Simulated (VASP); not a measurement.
Write the native input for VASP 6.6.1 that does the following.

| Quantity | Value |
| --- | --- |
| Task | single point |
| Functional | PBEsol |
| Dispersion | D3(BJ) |
| Potentials or basis | VASP PAW PBE potentials, release 64 (S) |
| Cutoff | 520 eV |
| k mesh | 6 × 6 × 6 |
| Occupations | gaussian, width 0.01 eV |
| Spin | no spin polarisation |
| Dipole correction | no |
| Further INCAR settings | ALGO = Normal; EDIFF = 1e-07; NBANDS = 27 |

The structure of S lies in POSCAR:

```
S
1.0
    5.4090000000      3.1228880000      1.4266670000
   -5.4090000000      3.1228880000      1.4266670000
    0.0000000000     -6.2457750000      1.4266670000
S
6
Direct
    0.2509000000      0.1483000000      0.9173000000
    0.9173000000      0.2509000000      0.1483000000
    0.1483000000      0.9173000000      0.2509000000
    0.7491000000      0.8517000000      0.0827000000
    0.0827000000      0.7491000000      0.8517000000
    0.8517000000      0.0827000000      0.7491000000
```

These files were run (other wordings do the same):

INCAR

```
SYSTEM = S
  PREC = Accurate
  ENCUT = 520
  EDIFF = 1E-7
  ISMEAR = 0
  SIGMA = 0.01
  LREAL = .FALSE.
  LASPH = .TRUE.
  NELM = 80
  ALGO = Normal
  ISIF = 2
  LWAVE = .FALSE.
  LCHARG = .FALSE.
  GGA = PS
  IVDW = 12
  NBANDS = 27
```

KPOINTS

```
Automatic mesh
0
G
  6 6 6
  0 0 0
```

Potentials or basis: VASP PAW PBE potentials, release 64 (S).

Command:

```bash
$ cat potpaw_PBE.64/S/POTCAR > POTCAR
$ mpirun -np 1 vasp_std > vasp.out
```

Results of the run:

```json
{"Pressure": "-1.0 GPa", "Largest force": "0.219 eV/Å", "Band gap on the k mesh": "2.07 eV (least direct gap 2.16 eV)", "Dispersion energy per atom": "-0.196 eV"}
```

Caveat: the PAW data sets were made with another functional, which shifts forces and pressure a little.

It took 120 s on 1 thread of Intel(R) Xeon(R) Platinum 8488C (Sapphire Rapids), on a shared host, peak memory 0.35 GiB.
